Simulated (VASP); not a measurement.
Zn4S:

```
CELL_PARAMETERS angstrom
5.26227 0.00000 0.00000
0.00000 5.26227 0.00000
0.00000 0.00000 3.44803
ATOMIC_POSITIONS crystal
Zn 0.81428 0.81428 0.00000
Zn 0.18572 0.18572 0.00000
Zn 0.18572 0.81428 0.00000
Zn 0.81428 0.18572 0.00000
S 0.00000 0.00000 0.50000
```

| Item | Value |
| --- | --- |
| Program | VASP 6.6.1 |
| Task | relaxation of cell and atoms |
| Functional | PBE |
| Potentials or basis | VASP PAW PBE potentials, release 64 (Zn, S) |
| Cutoff | 600 eV |
| k mesh | 4 × 4 × 6 |
| Occupations | gaussian, width 0.1 eV |
| Spin | no spin polarisation |

At the start: pressure 52.8 GPa; volume 19.10 Å³/atom.

**Question.** How do energy, volume and symmetry change on relaxing?

**Answer.** Over 18 steps the energy falls by 2279.7 meV/atom and the volume is 19.64 Å³/atom (+2.8 %); space group P4/mmm (No. 123, to 0.05 Å).

Step by step:
```
step  energy change (eV)  largest force (eV/Å)  pressure (GPa)  volume (Å³)
   1              0.0000               14.5371           52.81        95.48
   2             -7.4135                0.0607           -5.14       211.31
   3             -7.8487                0.0608           -5.60       199.01
   4             -8.2682                0.0488           -5.96       187.95
   5            -10.0757                0.6553           -4.77       136.57
   6             -9.8953                1.7916            0.16       119.44
   7            -10.1328                0.8534           -4.10       131.58
   8            -10.1324                0.9961           -3.37       128.79
   9            -10.1349                0.9546           -3.57       129.52
  10            -10.5221                1.0555           -3.24       121.04
  11            -11.2516                0.6447            2.24        97.67
  12            -11.3346                0.2412            0.86        99.10
  13            -11.3384                0.0915            1.02        98.85
  14            -11.3767                0.0184           -0.45       101.35
  15            -11.3783                0.0428           -0.88       101.99
  16            -11.3907                0.0680           -0.46       100.42
  17            -11.3961                0.1094           -0.03        98.55
  18            -11.3984                0.0099            0.11        98.19
```

Final structure:
```xyz
5
Lattice="5.3627 0.0000 0.0000 0.0000 5.3627 0.0000 0.0000 0.0000 3.4143" Properties=species:S:1:pos:R:3 pbc="T T T"
Zn    3.9473    3.9473    0.0000
Zn    1.4154    1.4154    0.0000
Zn    1.4154    3.9473    0.0000
Zn    3.9473    1.4154    0.0000
S     0.0000    0.0000    1.7072
```
